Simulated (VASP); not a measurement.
## Al32H: single point with PBE+D3(BJ)

System: Al32H, a slab with vacuum.

```
Al H
1.0
     5.62884    0.00000    0.00000
    -2.81442    4.87472    0.00000
     0.00000    0.00000   33.55495
Al H
32 1
Direct
  0.16667 0.33333 0.11921
  0.16667 0.83333 0.11921
  0.66667 0.33333 0.11921
  0.66667 0.83333 0.11921
  0.00000 0.00000 0.18806
  0.00000 0.50000 0.18806
  0.50000 0.00000 0.18806
  0.50000 0.50000 0.18806
  0.33333 0.16667 0.25691
  0.33333 0.66667 0.25691
  0.83333 0.16667 0.25691
  0.83333 0.66667 0.25691
  0.00000 0.00000 0.32576
  0.00000 0.50000 0.32576
  0.50000 0.00000 0.32576
  0.50000 0.50000 0.32576
  0.16667 0.33333 0.39414
  0.16667 0.83333 0.39414
  0.66667 0.33333 0.39414
  0.66667 0.83333 0.39414
  0.00000 0.00000 0.46326
  0.00000 0.50000 0.46326
  0.50000 0.00000 0.46326
  0.50000 0.50000 0.46326
  0.33333 0.16667 0.53270
  0.33333 0.66667 0.53270
  0.83333 0.16667 0.53270
  0.83333 0.66667 0.53270
  0.00000 0.00000 0.60364
  0.00000 0.50000 0.60364
  0.50000 0.00000 0.60364
  0.50000 0.50000 0.60364
  0.33333 0.16667 0.70198
```

- Program: VASP 6.6.1
- Task: single point
- Functional: PBE
- Dispersion: D3(BJ)
- Potentials or basis: VASP PAW PBE potentials, release 64 (Al, H)
- Cutoff: 520 eV
- k mesh: 6 × 6 × 1
- Occupations: gaussian, width 0.1 eV
- Spin: no spin polarisation
- Dipole correction: yes
- Further INCAR settings: LREAL = Auto; ALGO = Normal; EDIFF = 1e-06; NBANDS = 70

* Largest force: 0.710 eV/Å
* Band gap on the k mesh: zero (an odd number of electrons rules out a gap without spin polarisation)
* Dispersion energy per atom: -0.298 eV

Forces in eV/Å, atoms in the order of the input:
```
Al  -0.008  0.005 -0.092
Al   0.000 -0.010 -0.092
Al   0.008  0.005 -0.092
Al   0.000  0.000 -0.099
Al  -0.002 -0.001  0.082
Al   0.000  0.000  0.076
Al   0.002 -0.001  0.082
Al   0.000  0.002  0.082
Al   0.000  0.000  0.027
Al   0.003  0.002  0.009
Al   0.000 -0.004  0.009
Al  -0.003  0.002  0.009
Al   0.014  0.008  0.006
Al   0.000  0.000 -0.003
Al  -0.014  0.008  0.006
Al   0.000 -0.016  0.006
Al   0.012 -0.007  0.020
Al   0.000  0.014  0.020
Al  -0.012 -0.007  0.020
Al   0.000  0.000  0.027
Al   0.022  0.013 -0.003
Al   0.000  0.000  0.008
Al  -0.022  0.013 -0.003
Al   0.000 -0.026 -0.003
Al   0.000  0.000 -0.005
Al  -0.011 -0.006 -0.042
Al   0.000  0.012 -0.042
Al   0.011 -0.006 -0.042
Al   0.045  0.026  0.238
Al   0.000  0.000  0.032
Al  -0.045  0.026  0.238
Al   0.000 -0.051  0.238
H    0.000  0.000 -0.710
```

Levels at points of the mesh, in eV from the Fermi level:
| k point | band 45 | band 46 | band 47 | band 48 | band 49 | band 50 | band 51 | band 52 |
| --- | --- | --- | --- | --- | --- | --- | --- | --- |
| (0.00, 0.00, 0.00) | -1.71 | -1.71 | -0.80 | -0.76 | -0.75 | -0.75 | -0.59 | -0.59 |
| (0.50, 0.00, 0.00) | -0.19 | -0.18 | -0.08 | 0.07 | 0.07 | 0.43 | 0.44 | 0.61 |

It took 15 min on 1 thread of Intel(R) Xeon(R) 6975P-C (Granite Rapids) (shared host), peak memory 0.95 GiB.
